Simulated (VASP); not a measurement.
# KY2V (C2/m) in VASP: single point with PBE

Aim: the single point of KY2V with PBE.

Everything below comes from runs of VASP 6.6.1. Logs are shortened: lines on timing, memory, paths and dates and some standing lists are left out, and cuts for length are marked.

## 1. The cell of the first run

The typed cell holds 4 atoms: a = 3.920 Å, b = 3.921 Å, c = 7.952 Å, α = 104.26°, β = 75.73°, γ = 120.00°.

## 2. Single point, PBE

Input file POSCAR:

```
KY2V
1.0
    0.0000000000      3.9202790000      0.0000000000
    3.3953850000     -1.9601390000      0.0000000000
   -1.1301690000      1.9601390000     -7.6237730000
Y V K
2 1 1
Direct
    0.7727300000      0.7271500000      0.1816900000
    0.2272700000      0.2728500000      0.8183100000
    0.5000000000      0.0000000000      0.0000000000
    0.0000000000      0.5000000000      0.5000000000
```

Input file INCAR.step1:

```
SYSTEM = KY2V
ALGO = Normal
EDIFF = 1E-6
ENCUT = 400
GGA = PE
GGA_COMPAT = .FALSE.
ISIF = 2
ISMEAR = -1
LASPH = .TRUE.
LCHARG = .TRUE.
LMAXMIX = 4
LORBIT = 11
LREAL = .FALSE.
LWAVE = .FALSE.
NBANDS = 30
NEDOS = 2001
NELM = 120
PREC = Accurate
SIGMA = 0.1
```

Input file KPOINTS.step1:

```
k-points
0
G
  7 7 7
  0 0 0
```

Input file INCAR.step2:

```
SYSTEM = KY2V
ALGO = Normal
EDIFF = 1E-6
ENCUT = 400
GGA = PE
GGA_COMPAT = .FALSE.
ICHARG = 11
ISIF = 2
ISMEAR = -5
LASPH = .TRUE.
LCHARG = .FALSE.
LMAXMIX = 4
LORBIT = 10
LREAL = .FALSE.
LWAVE = .FALSE.
NBANDS = 30
NEDOS = 2001
NELM = 120
PREC = Accurate
SIGMA = 0.1
```

Input file KPOINTS.step2:

```
k-points
0
G
  11 11 11
  0 0 0
```

Potentials or basis: VASP PAW PBE potentials, release 64 (Y_sv, V_sv, K_sv).

Command:

```bash
$ cat potpaw_PBE.64/Y_sv/POTCAR potpaw_PBE.64/V_sv/POTCAR potpaw_PBE.64/K_sv/POTCAR > POTCAR
$ cp INCAR.step1 INCAR
$ cp KPOINTS.step1 KPOINTS
$ mpirun -np 1 vasp_std > vasp.out
$ cp INCAR.step2 INCAR
$ cp KPOINTS.step2 KPOINTS
$ mpirun -np 1 vasp_std > vasp.out
```

OUTCAR:

```text
SYSTEM = KY2V
   EDIFF = 1E-6
   ENCUT = 400
   GGA = PE
   ICHARG = 11
   ISIF = 2
   ISMEAR = -5
   LASPH = .TRUE.
   LORBIT = 10
   LREAL = .FALSE.
   NELM = 120
   PREC = Accurate

 ion  position               nearest neighbor table
   1  0.773  0.727  0.182-   3 2.65   3 2.65   3 2.65   4 3.32   4 3.32   4 3.32   2 3.58   2 3.58
                             2 3.58
   2  0.227  0.273  0.818-   3 2.65   3 2.65   3 2.65   4 3.32   4 3.32   4 3.32   1 3.58   1 3.58
                             1 3.58
   3  0.500  0.000  0.000-   1 2.65   2 2.65   2 2.65   1 2.65   2 2.65   1 2.65
   4  0.000  0.500  0.500-   1 3.32   2 3.32   1 3.32   2 3.32   1 3.32   2 3.32

  LATTYP: Found a base centered monoclinic cell.
 ALAT       =     6.7907700000
 B/A-ratio  =     0.5772952110
 C/A-ratio  =     1.1711754194
 COS(beta)  =    -0.2848187987

  Lattice vectors:

 A1 = (  -3.3953850000,  -1.9601400000,   0.0000000000)
 A2 = (  -3.3953850000,   1.9601390000,   0.0000000000)
 A3 = (   2.2652160000,   0.0000000000,  -7.6237730000)

Analysis of symmetry for initial positions (statically):
=====================================================================
 Subroutine PRICEL returns:
 Original cell was already a primitive cell.

 Routine SETGRP: Setting up the symmetry group for a
 base centered monoclinic supercell.

 Subroutine GETGRP returns: Found  4 space group operations
 (whereof  4 operations were pure point group operations)
 out of a pool of  4 trial point group operations.

The static configuration has the point symmetry C_2h.

Analysis of symmetry for dynamics (positions and initial velocities):
=====================================================================
 Subroutine PRICEL returns:
 Original cell was already a primitive cell.

 Routine SETGRP: Setting up the symmetry group for a
 base centered monoclinic supercell.

 Subroutine GETGRP returns: Found  4 space group operations
 (whereof  4 operations were pure point group operations)
 out of a pool of  4 trial point group operations.

The dynamic configuration has the point symmetry C_2h.

 Subroutine INISYM returns: Found  4 space group operations
 (whereof  4 operations are pure point group operations),
 and found     1 'primitive' translations

----------------------------------------------------------------------------------------

                                     Primitive cell

  volume of cell :     101.4789

  direct lattice vectors                    reciprocal lattice vectors
     0.000000000  3.920279000  0.000000000     0.147258668  0.255083886  0.043754279
     3.395385000 -1.960139000  0.000000000     0.294517411  0.000000000 -0.043660068
    -1.130169000  1.960139000 -7.623773000     0.000000000  0.000000000 -0.131168648

  length of vectors
     3.920279000  3.920559169  7.952442494     0.297770618  0.297735969  0.131168648

  position of ions in fractional coordinates (direct lattice)
     0.772730000  0.727150000  0.181690000
     0.227270000  0.272850000  0.818310000
     0.500000000  0.000000000  0.000000000
     0.000000000  0.500000000  0.500000000

  ion indices of the primitive-cell ions
   primitive index   ion index
                 1           1
                 2           2
                 3           3
                 4           4

----------------------------------------------------------------------------------------

 KPOINTS: k-points

Automatic generation of k-mesh.
 Grid dimensions read from file:
 generate k-points for:   11   11   11

 Generating k-lattice:

  Cartesian coordinates                     Fractional coordinates (reciprocal lattice)
     0.013387152  0.023189444  0.003977662     0.090909091  0.000000000  0.000000000
     0.026774310  0.000000000 -0.003969097     0.000000000  0.090909091  0.000000000
     0.000000000  0.000000000 -0.011924423     0.000000000  0.000000000  0.090909091

  Length of vectors
     0.027070056  0.027066906  0.011924423

  Shift w.r.t. Gamma in fractional coordinates (k-lattice)
     0.000000000  0.000000000  0.000000000

 TETIRR: Found   2001 inequivalent tetrahedra from     7986

 Subroutine IBZKPT returns following result:
 ===========================================

 Found    366 irreducible k-points:

 Following reciprocal coordinates:
            Coordinates               Weight
  0.000000  0.000000  0.000000      1.000000
  0.090909  0.000000 -0.000000      4.000000
  0.181818 -0.000000  0.000000      4.000000
  0.272727 -0.000000 -0.000000      4.000000
  0.363636 -0.000000  0.000000      4.000000
  0.454545  0.000000 -0.000000      4.000000
[... 16 lines left out ...]
  0.454545  0.181818 -0.000000      4.000000
 -0.454545  0.181818  0.000000      4.000000
 [... further k-points ...]
   k-points           NKPTS =    366   k-points in BZ     NKDIM =    366   number of bands    NBANDS=     30
   number of dos      NEDOS =   2001   number of ions     NIONS =      4
   total plane-waves  NPLWV =  42336
   dimension x,y,z NGX =    28 NGY =   28 NGZ =   54
   dimension x,y,z NGXF=    56 NGYF=   56 NGZF=  108
   ions per type =               2   1   1
   NGX,Y,Z   is equivalent  to a cutoff of  11.87, 11.87, 11.29 a.u.
   NGXF,Y,Z  is equivalent  to a cutoff of  23.75, 23.75, 22.58 a.u.
 SYSTEM =  KY2V
   PREC   = accura    normal or accurate (medium, high low for compatibility)
   ISTART =      0    job   : 0-new  1-cont  2-samecut
   ICHARG =     11    charge: 1-file 2-atom 10-const
   ISPIN  =      1    spin polarized calculation?
   LNONCOLLINEAR =      F non collinear calculations
   LSORBIT =      F    spin-orbit coupling
   LASPH  =      T    aspherical Exc in radial PAW
   ENCUT  =  400.0 eV  29.40 Ry    5.42 a.u.   6.39  6.39 12.97*2*pi/ulx,y,z
   NELM   =    120;   NELMIN=  2; NELMDL=  0     # of ELM steps
   EDIFF  = 0.1E-05   stopping-criterion for ELM
   LREAL  =      F    real-space projection
   EDIFFG = 0.1E-04   stopping-criterion for IOM
   NSW    =      0    number of steps for IOM
   IBRION =     -1    ionic relax: 0-MD 1-quasi-New 2-CG
   NFREE  =      0    steps in history (QN), initial steepest desc. (CG)
   ISIF   =      2    stress and relaxation
   ISYM   =      2    0-nonsym 1-usesym 2-fastsym
   POTIM  = 0.5000    time-step for ionic-motion
   TEBEG  =    0.0;   TEEND  =   0.0 temperature during run
   PSTRESS=    0.0 pullay stress
   NELECT =      44.0000    total number of electrons
   NUPDOWN=      -1.0000    fix difference up-down
   EMIN   =  10.00;   EMAX   =-10.00  energy-range for DOS
   EFERMI =   0.00;   METHOD = LEGACY
   ISMEAR =    -5;   SIGMA  =   0.10  broadening in eV -4-tet -1-fermi 0-gaus
   EFERMI_NEDOS =   21; number of points for ismear=-14 and -15
   IALGO  =     38    algorithm
   IMIX   =      4    mixing-type and parameters
     AMIX     =   0.40;   BMIX     =  1.00
     AMIX_MAG =   1.60;   BMIX_MAG =  1.00
  volume/ion in A,a.u.               =      25.37       171.20
  Fermi-wavevector in a.u.,A,eV,Ry     =   1.239083  2.341527 20.889388  1.535327
  Thomas-Fermi vector in A             =   2.373581
   LORBIT       =     10    0 simple, 1 ext, 2 COOP (PROOUT), +10 PAW based schemes
   GGA     = PE    functional components
   LHFCALC =     F    Hartree Fock is set to
   AEXX    =    0.0000 exact exchange contribution
   IVDW    =     0    specifies the selected vdW correction
   LEPSILON=     F    determine dielectric tensor
   LRPA    =     F    only Hartree local field effects (RPA)
 non-spin polarized calculation
 Fermi weights with tetrahedron method with Bloechl corrections
  energy-cutoff  :      400.00
  volume of cell :      101.48
 maximum number of plane-waves:      1866
 NGX is ok and might be reduce to    28

 number of electron      44.0000003 magnetization

 Free energy of the ion-electron system (eV)
  ---------------------------------------------------
  ext. energy  EPLUGINS =         0.00000000
  ---------------------------------------------------
  free energy    TOTEN  =       -18.30831287 eV

  energy without entropy =      -18.30831287  energy(sigma->0) =      -18.30831287

 E-fermi :   3.9957     XC(G=0):  -9.7786

 val. band max:        4.0405436836   @ k =  -0.2727  -0.3636   0.3636
 cond. band min:       3.9829537976   @ k =  -0.0909   0.4545   0.1818
 fundamental gap:     -0.0575898860
 Fermi energy:         3.9957087839

 k-point     1 :       0.0000    0.0000    0.0000
  band No.  band energies     occupation
      1     -59.3466      2.00000
      2     -38.0255      2.00000
      3     -38.0069      2.00000
      4     -33.3142      2.00000
      5     -33.3142      2.00000
      6     -33.2732      2.00000
[... 22 lines left out ...]
     29       7.5090      0.00000
     30       7.8077      0.00000

 k-point     2 :       0.0909    0.0000   -0.0000
  band No.  band energies     occupation
      1     -59.3467      2.00000
      2     -38.0252      2.00000
      3     -38.0054      2.00000
      4     -33.3149      2.00000
      5     -33.3136      2.00000
      6     -33.2751      2.00000
[... 22 lines left out ...]
     29       7.5444      0.00000
     30       7.5743      0.00000

 k-point     3 :       0.1818   -0.0000    0.0000
  band No.  band energies     occupation
      1     -59.3464      2.00000
      2     -38.0244      2.00000
      3     -38.0018      2.00000
      4     -33.3163      2.00000
      5     -33.3118      2.00000
      6     -33.2797      2.00000
[... 22 lines left out ...]
     29       7.2639      0.00000
     30       7.3602      0.00000

 k-point     4 :       0.2727   -0.0000   -0.0000
  band No.  band energies     occupation
      1     -59.3460      2.00000
      2     -38.0230      2.00000
      3     -37.9972      2.00000
      4     -33.3182      2.00000
      5     -33.3099      2.00000
      6     -33.2850      2.00000
[... 616 lines left out ...]
     29       6.7843      0.00000
     30       7.1608      0.00000

 k-point    23 :       0.4545    0.1818   -0.0000
  band No.  band energies     occupation
      1     -59.3451      2.00000
      2     -38.0148      2.00000
      3     -37.9953      2.00000
      4     -33.3176      2.00000
      5     -33.3096      2.00000
      6     -33.2942      2.00000
[... 22 lines left out ...]
     29       6.7866      0.00000
     30       7.1443      0.00000

 k-point    24 :      -0.4545    0.1818    0.0000
  band No.  band energies     occupation
      1     -59.3454      2.00000
      2     -38.0174      2.00000
      3     -37.9955      2.00000
      4     -33.3185      2.00000
      5     -33.3081      2.00000
      6     -33.2926      2.00000
[... 22 lines left out ...]
     29       6.8156      0.00000
     30       7.0519      0.00000

 [... further k-points ...]
[... 5 lines left out ...]
  --------------------------------------------------------------------------------------
  -------------------------------------------------------------------------------------
  Total        6.1214035      6.1235795      9.1278560      0.0000009      0.0000004      0.0035443
  in kB       96.6463888     96.6807449    144.1130814      0.0000142      0.0000063      0.0559592
  external PRESSURE =     112.4800717 kB  Pullay stress =       0.0000000 kB

 VOLUME and BASIS-vectors are now :
 -----------------------------------------------------------------------------
  energy-cutoff  :      400.00
  volume of cell :      101.48
      direct lattice vectors                 reciprocal lattice vectors
     0.000000000  3.920279000  0.000000000     0.147258668  0.255083886  0.043754279
     3.395385000 -1.960139000  0.000000000     0.294517411  0.000000000 -0.043660068
    -1.130169000  1.960139000 -7.623773000     0.000000000  0.000000000 -0.131168648

 POSITION                                       TOTAL-FORCE (eV/Angst)
 -----------------------------------------------------------------------------------
      2.26361      1.96014     -1.38516        -0.000100     -0.000000     -0.374526
      0.00160      1.96014     -6.23861         0.000100      0.000000      0.374526
      0.00000      1.96014      0.00000         0.000000      0.000000     -0.000000
      1.13261      0.00000     -3.81189        -0.000000      0.000000     -0.000000
 -----------------------------------------------------------------------------------
    total drift:                                0.000000      0.000000      0.000000

  FREE ENERGIE OF THE ION-ELECTRON SYSTEM (eV)
  ---------------------------------------------------
  free  energy   TOTEN  =       -18.3083128680 eV

  energy  without entropy=      -18.3083128680  energy(sigma->0) =      -18.30831287

 total charge

# of ion       s       p       d       f       tot
--------------------------------------------------
    1        2.294   6.258   1.322   0.028   9.902
    2        2.294   6.258   1.322   0.028   9.902
    3        2.405   6.058   3.354   0.000  11.817
    4        2.012   5.549   0.069   0.000   7.630
--------------------------------------------------
tot          9.005  24.123   6.067   0.055  39.251
```

It took 7.9 min on 1 thread of Intel Xeon Platinum 8488C (Sapphire Rapids), shared host; peak memory 0.82 GiB.

Results:

| Property | Result |
| --- | --- |
| Valence electrons inside the program's atomic spheres | Y 9.90; V 11.82; K 7.63 |

Levels at points of the mesh, in eV from the Fermi level:
```csv
k point,band 19,band 20,band 21,band 22,band 23,band 24,band 25,band 26
"(0.00, 0.00, 0.00)",-1.06,-0.97,-0.97,-0.85,-0.65,-0.65,1.44,1.44
```

Caveat: tetrahedron occupations give inexact forces and stress in metals.
